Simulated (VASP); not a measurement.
# GaP (Pm-3m) in VASP: notebook, part 3 of 3

VASP 6.6.1.

## Step 5: Single point, PBE

This run uses another cell than the first one, of 16.63 Å³/atom.

The input, INCAR:

```
  PREC = Accurate
  ENCUT = 520
  EDIFF = 1E-6
  ISMEAR = 0
  SIGMA = 0.1
  LREAL = F
  LASPH = T
  NELM = 60
  ALGO = Normal
  ISIF = 2
  LWAVE = F
  LCHARG = F
  GGA = PE
  NBANDS = 16
```

The input, KPOINTS:

```
Automatic mesh
0
Gamma
  18 18 18
```

The input, POSCAR:

```
GaP
1.0
    3.2156924662      0.0000000000      0.0000000000
    0.0000000000      3.2156924662      0.0000000000
    0.0000000000      0.0000000000      3.2156924662
Ga P
1 1
Direct
    0.5000000000      0.5000000000      0.5000000000
    0.0000000000      0.0000000000      0.0000000000
```

Potentials or basis: VASP PAW PBE potentials, release 64 (Ga_d, P).

Launch:

```console
$ cat potpaw_PBE.64/Ga_d/POTCAR potpaw_PBE.64/P/POTCAR > POTCAR
$ mpirun -np 1 vasp_std > vasp.out
```

OUTCAR:

```text
PREC = Accurate
   ENCUT = 520
   EDIFF = 1E-6
   ISMEAR = 0
   LREAL = F
   LASPH = T
   NELM = 60
   ISIF = 2
   GGA = PE

 ion  position               nearest neighbor table
   1  0.500  0.500  0.500-   2 2.78   2 2.78   2 2.78   2 2.78   2 2.78   2 2.78   2 2.78   2 2.78

   2  0.000  0.000  0.000-   1 2.78   1 2.78   1 2.78   1 2.78   1 2.78   1 2.78   1 2.78   1 2.78

  LATTYP: Found a simple cubic cell.
 ALAT       =     3.2156924662

  Lattice vectors:

 A1 = (   3.2156924662,   0.0000000000,   0.0000000000)
 A2 = (   0.0000000000,   3.2156924662,   0.0000000000)
 A3 = (   0.0000000000,   0.0000000000,   3.2156924662)

Analysis of symmetry for initial positions (statically):
=====================================================================
 Subroutine PRICEL returns:
 Original cell was already a primitive cell.

 Routine SETGRP: Setting up the symmetry group for a
 simple cubic supercell.

 Subroutine GETGRP returns: Found 48 space group operations
 (whereof 48 operations were pure point group operations)
 out of a pool of 48 trial point group operations.

The static configuration has the point symmetry O_h .

Analysis of symmetry for dynamics (positions and initial velocities):
=====================================================================
 Subroutine PRICEL returns:
 Original cell was already a primitive cell.

 Routine SETGRP: Setting up the symmetry group for a
 simple cubic supercell.

 Subroutine GETGRP returns: Found 48 space group operations
 (whereof 48 operations were pure point group operations)
 out of a pool of 48 trial point group operations.

The dynamic configuration has the point symmetry O_h .

 Subroutine INISYM returns: Found 48 space group operations
 (whereof 48 operations are pure point group operations),
 and found     1 'primitive' translations

----------------------------------------------------------------------------------------

[... 111 lines left out ...]
     AMIX     =   0.40;   BMIX     =  1.00
     AMIX_MAG =   1.60;   BMIX_MAG =  1.00
  volume/ion in A,a.u.               =      16.63       112.20
  Fermi-wavevector in a.u.,A,eV,Ry     =   1.334211  2.521293 24.219986  1.780119
  Thomas-Fermi vector in A             =   2.463010
   LORBIT       =      0    0 simple, 1 ext, 2 COOP (PROOUT), +10 PAW based schemes
   GGA     = PE    functional components
   LHFCALC =     F    Hartree Fock is set to
   AEXX    =    0.0000 exact exchange contribution
   IVDW    =     0    specifies the selected vdW correction
   LEPSILON=     F    determine dielectric tensor
   LRPA    =     F    only Hartree local field effects (RPA)
 non-spin polarized calculation
 Gauss-broadening in eV      SIGMA  =   0.10
  energy-cutoff  :      520.00
  volume of cell :       33.25
 maximum number of plane-waves:       922
 NGX is ok and might be reduce to    24
   NGX = 11   NGY = 11   NGZ = 11

 number of electron      18.0000001 magnetization

 Free energy of the ion-electron system (eV)
  ---------------------------------------------------
  ext. energy  EPLUGINS =         0.00000000
  ---------------------------------------------------
  free energy    TOTEN  =        -7.62487827 eV

  energy without entropy =       -7.62023811  energy(sigma->0) =       -7.62255819

 E-fermi :   7.1659     XC(G=0): -11.2617

 val. band max:        7.1523944701   @ k =   0.4444   0.3889   0.3889
 cond. band min:       7.1662022961   @ k =   0.4444   0.4444   0.3889
 fundamental gap:      0.0138078260
 Fermi energy:         7.1658616316

 k-point     1 :       0.0000    0.0000    0.0000
  band No.  band energies     occupation
      1      -7.6557      2.00000
      2      -7.6557      2.00000
      3      -7.5132      2.00000
      4      -7.5132      2.00000
      5      -7.5132      2.00000
      6      -6.4885      2.00000
[... 433 lines left out ...]
      3      -7.5677      2.00000
      4      -7.5549      2.00000
      5      -7.5145      2.00000
      6      -4.9279      2.00000
[... 8 lines left out ...]
     15      19.2937      0.00000
     16      19.5680      0.00000

 [... further k-points ...]

------------------------ aborting loop because EDIFF is reached ----------------------------------------

  FORCE on cell =-STRESS in cart. coord.  units (eV):
  Direction    XX          YY          ZZ          XY          YZ          ZX
  --------------------------------------------------------------------------------------
  -------------------------------------------------------------------------------------
  Total        0.0201093      0.0201093      0.0201093     -0.0000000      0.0000000     -0.0000000
  in kB        0.9689121      0.9689121      0.9689121     -0.0000000      0.0000000     -0.0000000
  external PRESSURE =       0.9689121 kB  Pullay stress =       0.0000000 kB

 VOLUME and BASIS-vectors are now :
 -----------------------------------------------------------------------------
  energy-cutoff  :      520.00
  volume of cell :       33.25
      direct lattice vectors                 reciprocal lattice vectors
     3.215692466  0.000000000  0.000000000     0.310975011  0.000000000  0.000000000
     0.000000000  3.215692466  0.000000000     0.000000000  0.310975011  0.000000000
     0.000000000  0.000000000  3.215692466     0.000000000  0.000000000  0.310975011

 POSITION                                       TOTAL-FORCE (eV/Angst)
 -----------------------------------------------------------------------------------
      1.60785      1.60785      1.60785         0.000000      0.000000      0.000000
      0.00000      0.00000      0.00000         0.000000      0.000000      0.000000
 -----------------------------------------------------------------------------------
    total drift:                                0.000000      0.000000     -0.000000

  FREE ENERGIE OF THE ION-ELECTRON SYSTEM (eV)
  ---------------------------------------------------
  free  energy   TOTEN  =        -7.6248782724 eV

  energy  without entropy=       -7.6202381050  energy(sigma->0) =       -7.62255819
```

OSZICAR:

```text
N       E                     dE             d eps       ncg     rms          rms(c)
DAV:   1     0.759258183825E+02    0.75926E+02   -0.87685E+03  7168   0.175E+03
DAV:   2    -0.266482881433E+01   -0.78591E+02   -0.75272E+02  8144   0.315E+02
DAV:   3    -0.765166023630E+01   -0.49868E+01   -0.49466E+01  8944   0.583E+01
DAV:   4    -0.771716984212E+01   -0.65510E-01   -0.65491E-01  8320   0.699E+00
DAV:   5    -0.771830690026E+01   -0.11371E-02   -0.11370E-02  9512   0.868E-01    0.325E+00
DAV:   6    -0.763584255394E+01    0.82464E-01   -0.12318E-01  9832   0.690E+00    0.191E+00
DAV:   7    -0.762655434582E+01    0.92882E-02   -0.17278E-02 10408   0.103E+00    0.719E-01
DAV:   8    -0.762487282138E+01    0.16815E-02   -0.25637E-03  8584   0.541E-01    0.498E-02
DAV:   9    -0.762487420437E+01   -0.13830E-05   -0.16437E-04 10984   0.190E-01    0.397E-02
DAV:  10    -0.762487669662E+01   -0.24922E-05   -0.57028E-06  8744   0.281E-02    0.138E-02
DAV:  11    -0.762487820038E+01   -0.15038E-05   -0.26872E-06  7384   0.266E-02    0.360E-03
DAV:  12    -0.762487827241E+01   -0.72026E-07   -0.13505E-07  4496   0.318E-03
   1 F= -.76248783E+01 E0= -.76225582E+01  d E =-.464017E-02
```

Run time: 1.8 min. Hardware: 1 thread of AMD EPYC 7R13, shared host; peak memory 0.2 GiB.

What came out:

| Quantity | Value |
| --- | --- |
| Free energy | -7.6249 eV |
| Pressure | 0.1 GPa |
| Band gap on the k mesh | zero (bands 9 and 10 overlap by 3.61 eV) |

Levels at points of the mesh, in eV from the Fermi level:
| k point | band 7 | band 8 | band 9 | band 10 | band 11 | band 12 |
| --- | --- | --- | --- | --- | --- | --- |
| (0.00, 0.00, 0.00) | -1.09 | -0.77 | -0.77 | -0.77 | 4.44 | 4.44 |
| (0.50, 0.00, 0.00) | -8.65 | 1.18 | 1.18 | 3.46 | 3.85 | 4.94 |
| (0.50, 0.50, 0.00) | -5.57 | -5.57 | -4.69 | 2.02 | 7.59 | 7.59 |
| (0.50, 0.50, 0.50) | -2.83 | -2.83 | -2.83 | -1.51 | -0.69 | -0.69 |

## Step 6: Overview

```csv
task,cell,k mesh,cutoff (eV),gap on the mesh (eV),pressure (GPa)
single point,"a = 3.223 Å, 2 atoms",6 × 6 × 6,520,none,0.0
single point,"a = 3.520 Å, 2 atoms",6 × 6 × 6,520,none,-10.3
relaxation of cell and atoms,"relaxed from a = 3.520 Å, 2 atoms",6 × 6 × 6,600,-,0.1
single point,"a = 3.216 Å, 2 atoms",18 × 18 × 18,520,none,0.1
```

Alike in all rows: level PBE; potentials or basis VASP PAW PBE potentials, release 64 (Ga_d, P); no spin polarisation; smearing gaussian 0.1 eV.

Caveats: the cell stands under tension (at least some runs); the volume moved by over 15 % at a fixed basis, so the end points are rough (at least some runs); the highest band is partly filled, so the run has too few bands (at least some runs).

Total energies depend on the potentials used, so only differences within one code and one set of settings carry meaning.

The gap in the log of VASP goes by the Fermi energy; the results here count the filled bands.